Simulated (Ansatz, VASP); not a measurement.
# One calculation of Cu, two programs

INCAR

```
SYSTEM = Cu
PREC = Accurate
ENCUT = 520
EDIFF = 1E-7
ISMEAR = 0
SIGMA = 0.15
LREAL = .FALSE.
LASPH = .TRUE.
NELM = 80
ALGO = Normal
ISIF = 2
LWAVE = .FALSE.
LCHARG = .FALSE.
GGA = PS
NBANDS = 12
```

KPOINTS

```
Automatic mesh
0
G
  22 22 22
  0 0 0
```

File POSCAR:

```
Cu
1.0
    0.0000000000      1.7803875000      1.8075000000
    1.7803875000      0.0000000000      1.8075000000
    1.7803875000      1.7803875000      0.0000000000
Cu
1
Direct
    0.0000000000      0.0000000000      0.0000000000
```

Input for Ansatz:

```yaml
crystal:
  lattice:
    - [0.0, 1.7803875, 1.8075]
    - [1.7803875, 0.0, 1.8075]
    - [1.7803875, 1.7803875, 0.0]
  atoms:
    - { symbol: Cu, position: [0.0, 0.0, 0.0] }
basis:
  ecutwfc: 420
kpoints:
  mp_grid: { grid: [22, 22, 22] }
hamiltonian:
  xc: pbesol
scf:
  occupations: { method: gaussian, width: 0.15 }
output:
  forces: true
  stress: true
  eigenvalues: true
```

Change from the starting cell: strain -0.0150 x Voigt [1, 1, 0, 0, 0, 0], atoms carried along.

Alike in both runs: task single point; functional PBEsol; k mesh 22 × 22 × 22; occupations gaussian, width 0.15 eV; no spin polarisation.

|  | VASP | Ansatz |
| --- | --- | --- |
| version | VASP 6.6.1 | Ansatz 0.2.0 |
| potentials or method | VASP PAW PBE potentials, release 64 (Cu), cutoff 520 eV | scalar-relativistic, plane waves, PAW |
| valence electrons in the cell | 11 | 19 |

```csv
,VASP,Ansatz,Ansatz less VASP
gap on the k mesh at the Fermi level (eV),none,none,-
pressure (GPa),-1.4,-2.0,-0.69
"traceless stress, the component that is largest in VASP (GPa)",-0.67,-0.67,-0.009
```

VASP's potentials were made for PBE, not for PBEsol. A gap of «none» marks a metal or a gap that the smearing closes. With one functional, cell and mesh, what is left measures potentials, basis and numerics. VASP's potentials hold 11 valence electrons a cell and Ansatz's 19, so a difference there can come from the potentials and not from the codes.
